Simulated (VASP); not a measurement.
Runs of VASP 6.6.1 on Al. The structure is that of space group Im-3m (No. 229), or close to it. The cells are those of the table. This isn't the form of Al at room conditions, which is fcc.

| cell | gap on the mesh (eV) | pressure (GPa) |
| --- | --- | --- |
| a = 2.768, b = 2.745, c = 2.745 Å, angles 109.1, 109.5, 109.5°, 1 atom | none | 2.3 |
| a = 2.791, b = 2.722, c = 2.722 Å, angles 108.4, 109.5, 109.5°, 1 atom | none | (b) |
| a = 2.710, b = 2.802, c = 2.802 Å, angles 110.8, 109.5, 109.5°, 1 atom | none | (a) |
| a = 2.837, b = 2.676, c = 2.676 Å, angles 107.0, 109.5, 109.5°, 1 atom | none | 3.1 |
| a = 2.814, b = 2.699, c = 2.699 Å, angles 107.7, 109.5, 109.5°, 1 atom | none | 2.7 |
| a = 2.825, b = 2.688, c = 2.688 Å, angles 107.4, 109.5, 109.5°, 1 atom | none | 2.9 |
| a = 2.779, b = 2.733, c = 2.733 Å, angles 108.8, 109.5, 109.5°, 1 atom | none | 2.3 |

Alike in all rows: task single point; level PBEsol; potentials or basis VASP PAW PBE potentials, release 64 (Al); no spin polarisation; k mesh 20 × 20 × 20; cutoff (eV) 520; smearing gaussian 0.15 eV.

Problem. Fill in the values left out.

Solution. (a) 2.5; (b) 2.4.

Caveats: the PAW data sets were made with another functional, which shifts forces and pressure a little; the cell stands under pressure (at least some runs).

A gap of «none» marks levels without a gap at the run's occupations.
